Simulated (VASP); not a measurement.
Runs of VASP 6.6.1 on CsBr. The structure is cubic, space group Pm-3m (No. 221). Conventional cell: a = 4.319 Å, b = 4.319 Å, c = 4.319 Å, α = 90.00°, β = 90.00°, γ = 90.00°. Cs (site symmetry m-3m) has 8 Br at 3.74 Å and 6 Cs at 4.32 Å within 4.9 Å. Br (site symmetry m-3m) has 8 Cs at 3.74 Å and 6 Br at 4.32 Å within 4.9 Å. 

```csv
level,potentials or basis,k mesh,cutoff (eV),smearing,grid for exact exchange (PRECFOCK),share of exact exchange,screening parameter,gap on the mesh (eV),pressure (GPa)
HSE06,"VASP PAW PBE potentials, release 64 (Cs_sv, Br)",2 × 2 × 2,400,gaussian 0.01 eV,Normal,0.25,0.2079 1/Å,5.61,(a)
PBE-based screened hybrid with 75 % exact exchange,"VASP PAW PBE potentials, release 64 (Cs_sv, Br)",4 × 4 × 4,400,gaussian 0.01 eV,Normal,0.75,0.1 1/Å,9.12,-0.5
LDA,"VASP PAW LDA potentials, release 64 (Cs_sv, Br)",2 × 2 × 2,500,gaussian 0.01 eV,-,-,-,3.97,-1.0
PBE-based screened hybrid with 5 % exact exchange,"VASP PAW PBE potentials, release 64 (Cs_sv, Br)",4 × 4 × 4,400,gaussian 0.01 eV,Normal,0.05,0.3 1/Å,(b),0.6
PBE,"VASP PAW PBE potentials, release 64 (Cs_sv, Br)",4 × 4 × 4,500,gaussian 0.5 eV,-,-,-,4.42,0.7
```

Alike in all rows: task single point; no spin polarisation; cell as given.

Q: Estimate the missing entries.

A: (a) 0.9; (b) 4.61.

Caveats: some runs use coarse meshes; spin-orbit coupling is left out, which moves the levels of the heavy elements; the PAW data sets were made with another functional, which shifts forces and pressure a little (at least some runs).

A k mesh can miss the band edges, and the runs leave out spin-orbit coupling on Br, Cs.
